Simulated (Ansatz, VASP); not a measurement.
SrCl2 in VASP and in Ansatz

```xyz
3
Lattice="0.0000 3.4977 3.4977 3.4977 0.0000 3.4977 3.4977 3.4977 0.0000" Properties=species:S:1:pos:R:3 pbc="T T T"
Sr    0.0000    0.0000    0.0000
Cl    1.7489    1.7489    1.7489
Cl    5.2466    5.2466    5.2466
```

Alike in both runs: task single point; functional LDA; k mesh 4 × 4 × 4; no spin polarisation.

```csv
,VASP,Ansatz
version,VASP 6.6.1,Ansatz 0.2.0
potentials or method,"VASP PAW LDA potentials, release 64 (Sr_sv, Cl)","plane waves, PAW"
plane-wave cutoff (eV),500,420
occupations,"gaussian, width 0.01 eV",fixed
valence electrons in the cell,24,24
```

```tsv
	VASP	Ansatz	Ansatz less VASP
gap on the k mesh at the Fermi level (eV)	4.86	4.85	-0.006
```

LDA's correlation is that of Perdew and Zunger in VASP and of Perdew and Wang (1992) in Ansatz.
